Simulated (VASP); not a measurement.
# TiO2 (C2/c) in VASP: notebook

The runs below take TiO2 through relaxation of cell and atoms, single point, with LDA.

Program: VASP 6.6.1. These are calculated values, not measurements. Logs are shortened: lines on timing, memory, paths and dates and some standing lists are left out, and cuts for length are marked.

## Step 1: The cell of the first run

The typed cell holds 6 atoms: a = 3.739 Å, b = 3.739 Å, c = 5.417 Å, α = 110.18°, β = 110.18°, γ = 90.00°.

## Step 2: Relaxation of cell and atoms, LDA

INCAR

```
ALGO = Normal ; EDIFF = 1E-7
EDIFFG = -0.005 ; ENCUT = 600
GGA = CA ; GGA_COMPAT = False
IBRION = 2 ; ISIF = 3
ISMEAR = 0 ; LASPH = True
LCHARG = False ; LREAL = False
LWAVE = False ; NELM = 120
NELMIN = 4 ; NSW = 100
PREC = Accurate ; SIGMA = 0.02
```

KPOINTS

```
k-points
0
Gamma
  8 8 6
```

POSCAR

```
TiO2
1.0
    2.6439701383     -2.6439844163     -0.0194578682
    2.6439701383      2.6439844163     -0.0194578682
   -2.6076204707      0.0000000000      4.7475905808
Ti O
2 4
Direct
    0.1250839006      0.8749160994      0.2500000000
    0.8749160994      0.1250839006      0.7500000000
    0.3329229573      0.0831208336      0.6659429141
    0.6670770427      0.9168791664      0.3340570859
    0.9168791664      0.6670770427      0.8340570859
    0.0831208336      0.3329229573      0.1659429141
```

Potentials or basis: VASP PAW LDA potentials, release 64 (Ti_sv, O).

Launch:

```console
$ cat potpaw_LDA.64/Ti_sv/POTCAR potpaw_LDA.64/O/POTCAR > POTCAR
$ mpirun -np 1 vasp_std > vasp.out
```

OUTCAR:

```text
EDIFF = 1E-7
   EDIFFG = -0.005
   ENCUT = 600
   GGA = CA
   IBRION = 2
   ISIF = 3
   ISMEAR = 0
   LASPH = True
   LREAL = False
   NELM = 120
   NELMIN = 4
   NSW = 100
   PREC = Accurate

 ion  position               nearest neighbor table
   1  0.125  0.875  0.250-   4 1.91   6 1.91   6 1.91   4 1.91   3 1.97   5 1.97
   2  0.875  0.125  0.750-   5 1.91   3 1.91   5 1.91   3 1.91   6 1.97   4 1.97
   3  0.333  0.083  0.666-   2 1.91   2 1.91   1 1.97
   4  0.667  0.917  0.334-   1 1.91   1 1.91   2 1.97
   5  0.917  0.667  0.834-   2 1.91   2 1.91   1 1.97
   6  0.083  0.333  0.166-   1 1.91   1 1.91   2 1.97

  LATTYP: Found a base centered monoclinic cell.
 ALAT       =     5.2880834717
 B/A-ratio  =     0.9999783212
 C/A-ratio  =     1.0242985982
 COS(beta)  =    -0.4878520667

  Lattice vectors:

 A1 = (   2.6439701383,  -2.6439844163,  -0.0194578682)
 A2 = (   2.6439701383,   2.6439844163,  -0.0194578682)
 A3 = (  -2.6076204707,   0.0000000000,   4.7475905808)

Analysis of symmetry for initial positions (statically):
=====================================================================
 Subroutine PRICEL returns:
 Original cell was already a primitive cell.

 Routine SETGRP: Setting up the symmetry group for a
 base centered monoclinic supercell.

 Subroutine GETGRP returns: Found  4 space group operations
 (whereof  2 operations were pure point group operations)
 out of a pool of  4 trial point group operations.

The static configuration has the point symmetry S_2 .
 The point group associated with its full space group is C_2h.

Analysis of symmetry for dynamics (positions and initial velocities):
=====================================================================
 Subroutine PRICEL returns:
 Original cell was already a primitive cell.

 Routine SETGRP: Setting up the symmetry group for a
 base centered monoclinic supercell.

 Subroutine GETGRP returns: Found  4 space group operations
 (whereof  2 operations were pure point group operations)
 out of a pool of  4 trial point group operations.

The dynamic configuration has the point symmetry S_2 .
 The point group associated with its full space group is C_2h.

 Subroutine INISYM returns: Found  4 space group operations
 (whereof  2 operations are pure point group operations),
 and found     1 'primitive' translations

----------------------------------------------------------------------------------------

                                     Primitive cell

  volume of cell :      66.1089

  direct lattice vectors                    reciprocal lattice vectors
     2.643970138 -2.643984416 -0.019457868     0.189877056 -0.189108528  0.104290227
     2.643970138  2.643984416 -0.019457868     0.189877056  0.189108528  0.104290227
    -2.607620471  0.000000000  4.747590581     0.001556412  0.000000000  0.211488020

  length of vectors
     3.739199151  3.739199151  5.416576487     0.287561790  0.287561790  0.211493747

  position of ions in fractional coordinates (direct lattice)
     0.125083901  0.874916099  0.250000000
     0.874916099  0.125083901  0.750000000
     0.332922957  0.083120834  0.665942914
     0.667077043  0.916879166  0.334057086
     0.916879166  0.667077043  0.834057086
     0.083120834  0.332922957  0.165942914

  ion indices of the primitive-cell ions
   primitive index   ion index
                 1           1
                 2           2
                 3           3
                 4           4
                 5           5
                 6           6

----------------------------------------------------------------------------------------

 KPOINTS: k-points

Automatic generation of k-mesh.
 Grid dimensions read from file:
 generate k-points for:    8    8    6

 Generating k-lattice:

  Cartesian coordinates                     Fractional coordinates (reciprocal lattice)
     0.023734632 -0.023638566  0.013036278     0.125000000 -0.000000000  0.000000000
     0.023734632  0.023638566  0.013036278    -0.000000000  0.125000000  0.000000000
     0.000259402  0.000000000  0.035248003     0.000000000  0.000000000  0.166666667

  Length of vectors
     0.035945224  0.035945224  0.035248958

  Shift w.r.t. Gamma in fractional coordinates (k-lattice)
     0.000000000  0.000000000  0.000000000

 Subroutine IBZKPT returns following result:
 ===========================================

 Found    114 irreducible k-points:

 Following reciprocal coordinates:
            Coordinates               Weight
  0.000000  0.000000  0.000000      1.000000
  0.125000 -0.000000  0.000000      4.000000
  0.250000 -0.000000  0.000000      4.000000
  0.375000  0.000000  0.000000      4.000000
  0.500000 -0.000000  0.000000      2.000000
  0.125000  0.125000  0.000000      2.000000
[... 16 lines left out ...]
  0.125000 -0.000000  0.166667      4.000000
  0.250000 -0.000000  0.166667      4.000000
 [... further k-points ...]
   k-points           NKPTS =    114   k-points in BZ     NKDIM =    114   number of bands    NBANDS=     28
   number of dos      NEDOS =    301   number of ions     NIONS =      6
   total plane-waves  NPLWV =  43200
   dimension x,y,z NGX =    30 NGY =   30 NGZ =   48
   dimension x,y,z NGXF=    60 NGYF=   60 NGZF=   96
   ions per type =               2   4
   NGX,Y,Z   is equivalent  to a cutoff of  13.34, 13.34, 14.73 a.u.
   NGXF,Y,Z  is equivalent  to a cutoff of  26.68, 26.68, 29.46 a.u.
 SYSTEM =  unknown system
   PREC   = accura    normal or accurate (medium, high low for compatibility)
   ISTART =      0    job   : 0-new  1-cont  2-samecut
   ICHARG =      2    charge: 1-file 2-atom 10-const
   ISPIN  =      1    spin polarized calculation?
   LNONCOLLINEAR =      F non collinear calculations
   LSORBIT =      F    spin-orbit coupling
   LASPH  =      T    aspherical Exc in radial PAW
   ENCUT  =  600.0 eV  44.10 Ry    6.64 a.u.   7.47  7.47 10.82*2*pi/ulx,y,z
   NELM   =    120;   NELMIN=  4; NELMDL= -5     # of ELM steps
   EDIFF  = 0.1E-06   stopping-criterion for ELM
   LREAL  =      F    real-space projection
   EDIFFG = -.5E-02   stopping-criterion for IOM
   NSW    =    100    number of steps for IOM
   IBRION =      2    ionic relax: 0-MD 1-quasi-New 2-CG
   NFREE  =      1    steps in history (QN), initial steepest desc. (CG)
   ISIF   =      3    stress and relaxation
   ISYM   =      2    0-nonsym 1-usesym 2-fastsym
   POTIM  = 0.5000    time-step for ionic-motion
   TEBEG  =    0.0;   TEEND  =   0.0 temperature during run
   PSTRESS=    0.0 pullay stress
   NELECT =      48.0000    total number of electrons
   NUPDOWN=      -1.0000    fix difference up-down
   EMIN   =  10.00;   EMAX   =-10.00  energy-range for DOS
   EFERMI =   0.00;   METHOD = LEGACY
   ISMEAR =     0;   SIGMA  =   0.02  broadening in eV -4-tet -1-fermi 0-gaus
   EFERMI_NEDOS =   21; number of points for ismear=-14 and -15
   IALGO  =     38    algorithm
   IMIX   =      4    mixing-type and parameters
     AMIX     =   0.40;   BMIX     =  1.00
     AMIX_MAG =   1.60;   BMIX_MAG =  1.00
  volume/ion in A,a.u.               =      11.02        74.35
  Fermi-wavevector in a.u.,A,eV,Ry     =   1.471416  2.780572 29.457482  2.165064
  Thomas-Fermi vector in A             =   2.586554
   LORBIT       =      0    0 simple, 1 ext, 2 COOP (PROOUT), +10 PAW based schemes
   GGA     = CA    functional components
   LHFCALC =     F    Hartree Fock is set to
   AEXX    =    0.0000 exact exchange contribution
   IVDW    =     0    specifies the selected vdW correction
   LEPSILON=     F    determine dielectric tensor
   LRPA    =     F    only Hartree local field effects (RPA)
 conjugate gradient relaxation of ions
 non-spin polarized calculation
 Gauss-broadening in eV      SIGMA  =   0.02
  energy-cutoff  :      600.00
  volume of cell :       66.11
 maximum number of plane-waves:      2258
 NGX is ok and might be reduce to    30
   NGX = 15   NGY = 15   NGZ = 21

--------------------------------------- Ionic step        1  -------------------------------------------

 number of electron      48.0000008 magnetization

 Free energy of the ion-electron system (eV)
  ---------------------------------------------------
  ext. energy  EPLUGINS =         0.00000000
  ---------------------------------------------------
  free energy    TOTEN  =       -58.84509103 eV

  energy without entropy =      -58.84509103  energy(sigma->0) =      -58.84509103

------------------------ aborting loop because EDIFF is reached ----------------------------------------

  FORCE on cell =-STRESS in cart. coord.  units (eV):
  Direction    XX          YY          ZZ          XY          YZ          ZX
  --------------------------------------------------------------------------------------
  -------------------------------------------------------------------------------------
  Total        0.4226945      0.4240502      0.4068284      0.0000000      0.0000000     -0.0037962
  in kB       10.2441877     10.2770430      9.8596650      0.0000000      0.0000000     -0.0920018
  external PRESSURE =      10.1269652 kB  Pullay stress =       0.0000000 kB

 VOLUME and BASIS-vectors are now :
 -----------------------------------------------------------------------------
  energy-cutoff  :      600.00
  volume of cell :       66.11
      direct lattice vectors                 reciprocal lattice vectors
     2.643970138 -2.643984416 -0.019457868     0.189877056 -0.189108528  0.104290227
     2.643970138  2.643984416 -0.019457868     0.189877056  0.189108528  0.104290227
    -2.607620471  0.000000000  4.747590581     0.001556412  0.000000000  0.211488020
[... 201 lines left out ...]
 POSITION                                       TOTAL-FORCE (eV/Angst)
 -----------------------------------------------------------------------------------
      1.99514      1.98569      1.16850         0.000000      0.000481     -0.000000
      0.68920     -1.98569      3.54465         0.000000     -0.000481     -0.000000
     -0.63764     -0.66154      3.15716        -0.000028     -0.000506      0.006625
      3.32198      0.66154      1.55599         0.000028      0.000506     -0.006625
      2.01604     -0.66154      3.93214         0.000028     -0.000506     -0.006625
      0.66830      0.66154      0.78101        -0.000028      0.000506      0.006625
 -----------------------------------------------------------------------------------
    total drift:                               -0.000000     -0.000000      0.000000

  FREE ENERGIE OF THE ION-ELECTRON SYSTEM (eV)
  ---------------------------------------------------
  free  energy   TOTEN  =       -58.8460044654 eV

  energy  without entropy=      -58.8460044654  energy(sigma->0) =      -58.84600447

--------------------------------------- Ionic step        7  -------------------------------------------

 number of electron      48.0000011 magnetization

 Free energy of the ion-electron system (eV)
  ---------------------------------------------------
  ext. energy  EPLUGINS =         0.00000000
  ---------------------------------------------------
  free energy    TOTEN  =       -58.84601125 eV

  energy without entropy =      -58.84601125  energy(sigma->0) =      -58.84601125

 E-fermi :   3.4424     XC(G=0): -11.4750

 val. band max:        3.2975102759   @ k =  -0.3750   0.3750   0.0000
 cond. band min:       5.3924399247   @ k =   0.0000   0.0000   0.0000
 fundamental gap:      2.0949296488
 Fermi energy:         3.4423706604

 k-point     1 :       0.0000    0.0000    0.0000
  band No.  band energies     occupation
      1     -52.2270      2.00000
      2     -52.1545      2.00000
      3     -29.1477      2.00000
      4     -28.8735      2.00000
      5     -28.8735      2.00000
      6     -28.7918      2.00000
[... 20 lines left out ...]
     27       7.4019      0.00000
[... 691 lines left out ...]
      6     -28.8158      2.00000
[... 20 lines left out ...]
     27       6.7437      0.00000
     28       6.9324      0.00000

 [... further k-points ...]

------------------------ aborting loop because EDIFF is reached ----------------------------------------

  FORCE on cell =-STRESS in cart. coord.  units (eV):
  Direction    XX          YY          ZZ          XY          YZ          ZX
  --------------------------------------------------------------------------------------
  -------------------------------------------------------------------------------------
  Total       -0.0046115     -0.0041730     -0.0159534      0.0000000      0.0000000     -0.0010270
  in kB       -0.1112961     -0.1007133     -0.3850248      0.0000000      0.0000000     -0.0247861
  external PRESSURE =      -0.1990114 kB  Pullay stress =       0.0000000 kB

 VOLUME and BASIS-vectors are now :
 -----------------------------------------------------------------------------
  energy-cutoff  :      600.00
  volume of cell :       66.39
      direct lattice vectors                 reciprocal lattice vectors
     2.648321234 -2.648388636 -0.019615685     0.189570709 -0.188794044  0.104209184
     2.648321234  2.648388636 -0.019615685     0.189570709  0.188794044  0.104209184
    -2.612163582  0.000000000  4.751881570     0.001565089  0.000000000  0.211303303

 POSITION                                       TOTAL-FORCE (eV/Angst)
 -----------------------------------------------------------------------------------
      1.99528      1.98589      1.16835         0.000000      0.000533      0.000000
      0.68920     -1.98589      3.54430         0.000000     -0.000533     -0.000000
     -0.63775     -0.66162      3.15713        -0.000111     -0.000470      0.004415
      3.32223      0.66162      1.55552         0.000111      0.000470     -0.004415
      2.01614     -0.66162      3.93146         0.000111     -0.000470     -0.004415
      0.66833      0.66162      0.78119        -0.000111      0.000470      0.004415
 -----------------------------------------------------------------------------------
    total drift:                               -0.000000     -0.000000     -0.000000

  FREE ENERGIE OF THE ION-ELECTRON SYSTEM (eV)
  ---------------------------------------------------
  free  energy   TOTEN  =       -58.8460112542 eV

  energy  without entropy=      -58.8460112542  energy(sigma->0) =      -58.84601125

 reached required accuracy - stopping structural energy minimisation
```

Wall time 12 min (1 thread of AMD EPYC 7R13 (Zen 3), shared host); peak memory 0.3 GiB.

Results:

```
Free energy                           : -58.8460 eV
Relaxed volume                        : 11.06 Å³/atom
Relaxed cell                          : a = 3.745 Å, b = 3.745 Å, c = 5.423 Å, α = 110.19°, β = 110.19°, γ = 90.00°
Space group after relaxing (to 0.1 Å) : I4_1/amd (No. 141)
Energy gained by relaxing             : 0.2 meV/atom
Ionic steps                           : 7
Pressure after relaxing               : 0.0 GPa
Largest force after relaxing          : 0.004 eV/Å
Band gap on the k mesh                : 2.09 eV (least direct gap 2.42 eV)
```

Forces on the atoms (eV/Å):
```
Ti   0.000  0.001  0.000
Ti   0.000 -0.001  0.000
O    0.000  0.000  0.004
O    0.000  0.000 -0.004
O    0.000  0.000 -0.004
O    0.000  0.000  0.004
```

Step by step:
| step | energy change (eV) | largest force (eV/Å) | pressure (GPa) | volume (Å³) |
| --- | --- | --- | --- | --- |
| 1 | 0.0000 | 0.0318 | 1.01 | 66.11 |
| 2 | 0.0010 | 0.0507 | -1.43 | 66.78 |
| 3 | -0.0009 | 0.0024 | 0.00 | 66.38 |
| 4 | -0.0009 | 0.0017 | 0.01 | 66.38 |
| 5 | -0.0009 | 0.0064 | 0.01 | 66.38 |
| 6 | -0.0009 | 0.0066 | 0.01 | 66.38 |
| 7 | -0.0009 | 0.0044 | -0.02 | 66.39 |

Final structure:
```
Ti O
1.0
     2.64832   -2.64839   -0.01962
     2.64832    2.64839   -0.01962
    -2.61216    0.00000    4.75188
Ti O
2 4
Direct
  0.12508 0.87492 0.25000
  0.87492 0.12508 0.75000
  0.33301 0.08319 0.66611
  0.66699 0.91681 0.33389
  0.91681 0.66699 0.83389
  0.08319 0.33301 0.16611
```

A k mesh can miss the band edges.

## Step 3: Single point, LDA

INCAR

```
PREC = Accurate
ENCUT = 520
EDIFF = 1E-6
ISMEAR = 0
SIGMA = 0.02
LREAL = F
LASPH = T
NELM = 100
ALGO = Normal
ISIF = 2
LWAVE = F
LCHARG = F
GGA = CA
NBANDS = 33
```

KPOINTS

```
Automatic mesh
0
Gamma
  8 8 6
```

POSCAR

```
TiO2
1.0
    2.6439701375     -2.6439844171     -0.0194578741
    2.6439701375      2.6439844171     -0.0194578741
   -2.6076204804      0.0000000000      4.7475905142
Ti O
2 4
Direct
    0.1250838984      0.8749161016      0.2500000000
    0.8749161016      0.1250838984      0.7500000000
    0.3329229651      0.0831208477      0.6659429271
    0.6670770349      0.9168791523      0.3340570729
    0.9168791523      0.6670770349      0.8340570729
    0.0831208477      0.3329229651      0.1659429271
```

Potentials or basis: VASP PAW LDA potentials, release 64 (Ti_sv, O).

Launch:

```console
$ cat potpaw_LDA.64/Ti_sv/POTCAR potpaw_LDA.64/O/POTCAR > POTCAR
$ mpirun -np 1 vasp_std > vasp.out
```

Run time: 6.1 min. Hardware: 1 thread of Intel Xeon 8259CL, shared host; peak memory 0.29 GiB.

It converged, with:

```
Free energy            : -58.8349 eV
Pressure               : 1.3 GPa
Largest force          : 0.033 eV/Å
Band gap on the k mesh : 2.11 eV (least direct gap 2.42 eV)
```

Forces in eV/Å, atoms in the order of the input:
```
Ti   0.000  0.000  0.000
Ti   0.000  0.000  0.000
O    0.000  0.000  0.033
O    0.000  0.000 -0.033
O    0.000  0.000 -0.033
O    0.000  0.000  0.033
```

Levels at points of the mesh, in eV from the valence-band top:
| k point | band 20 | band 21 | band 22 | band 23 | band 24 | band 25 | band 26 | band 27 | band 28 | band 29 |
| --- | --- | --- | --- | --- | --- | --- | --- | --- | --- | --- |
| (0.00, 0.00, 0.00) | -0.75 | -0.73 | -0.73 | -0.47 | -0.47 | 2.11 | 2.91 | 4.14 | 4.14 | 4.16 |
| (0.50, 0.00, 0.00) | -2.06 | -2.01 | -1.00 | -0.78 | -0.62 | 3.32 | 3.67 | 3.68 | 3.79 | 4.46 |
| (0.50, 0.50, 0.00) | -2.72 | -2.15 | -2.14 | 0.00 | 0.00 | 3.44 | 3.44 | 3.96 | 3.96 | 5.12 |
| (0.00, 0.00, 0.50) | -1.36 | -1.25 | -1.25 | -0.07 | -0.07 | 2.49 | 2.49 | 3.90 | 3.90 | 4.40 |
| (0.50, 0.00, 0.50) | -2.06 | -2.01 | -1.00 | -0.78 | -0.62 | 3.32 | 3.67 | 3.68 | 3.79 | 4.46 |
| (0.50, 0.50, 0.50) | -2.72 | -2.14 | -2.14 | 0.00 | 0.00 | 3.44 | 3.44 | 3.96 | 3.96 | 5.12 |
